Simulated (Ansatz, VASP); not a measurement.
Given: the input of a run of Ansatz 0.2.0 on Sb.

Contents of input.yaml:

```yaml
crystal:
  lattice:
    - [4.5576856421, 0.0, 0.0]
    - [0.0, 4.4503796612, 0.0]
    - [-1.3292644138, 0.0, 6.4064972283]
  atoms:
    - { symbol: Sb, position: [0.33993, 0.25, 0.68367] }
    - { symbol: Sb, position: [0.936638, 0.75, 0.762758] }
    - { symbol: Sb, position: [0.063362, 0.25, 0.237242] }
    - { symbol: Sb, position: [0.66007, 0.75, 0.31633] }
hamiltonian:
  xc: lda
  pseudopotentials: { kind: paw }
kpoints:
  mp_grid: { grid: [6, 6, 4] }
scf:
  occupations: { method: fermi_dirac, width: 0.05 }
output:
  forces: true
  stress: true
  eigenvalues: true
```

Potentials or basis: Ansatz PAW.

Command:

```sh
$ ansatz run input.yaml --threads 2 --pin off --max-ram 5632MiB --backend cpu --events-out ev --progress --plain --runs-dir out
```

Question: Translate it to VASP 6.6.1. Potentials there: VASP PAW LDA potentials, release 64 (Sb_d_GW).

Answer: As run (the cutoff follows the program's own potentials):

The input INCAR:

```
ALGO = Normal
EDIFF = 1E-6
ENCUT = 500
GGA_COMPAT = False
ISIF = 2
ISMEAR = -1
LASPH = True
LCHARG = False
LREAL = False
LWAVE = False
NBANDS = 38
NELM = 120
PREC = Accurate
SIGMA = 0.05
```

KPOINTS

```
k-points
0
Gamma
  6 6 4
```

File POSCAR:

```
Sb
1.0
    4.5576856421      0.0000000000      0.0000000000
    0.0000000000      4.4503796612      0.0000000000
   -1.3292644138      0.0000000000      6.4064972283
Sb
4
Direct
    0.3399300000      0.2500000000      0.6836700000
    0.9366380000      0.7500000000      0.7627580000
    0.0633620000      0.2500000000      0.2372420000
    0.6600700000      0.7500000000      0.3163300000
```

Potentials or basis: VASP PAW LDA potentials, release 64 (Sb_d_GW).

Run with:

```console
$ cat potpaw_LDA.64/Sb_d_GW/POTCAR > POTCAR
$ mpirun -np 1 vasp_std > vasp.out
```

Both were run:

|  | VASP | Ansatz | Ansatz less VASP |
| --- | --- | --- | --- |
| gap on the k mesh at the Fermi level (eV) | none | none | - |
| pressure (GPa) | -4.2 | -4.2 | +0.01 |
| traceless stress, the component that is largest in VASP (GPa) | -0.64 | -0.66 | -0.012 |
| rms of the force components (eV/Å) | 0.175 | 0.177 | +0.0026 |

LDA's correlation is that of Perdew and Zunger in VASP and of Perdew and Wang (1992) in Ansatz. Atom by atom the forces differ by 0.003 eV/Å (rms over components). A gap of «none» marks a metal or a gap that the smearing closes.

Spin-orbit coupling is off throughout.
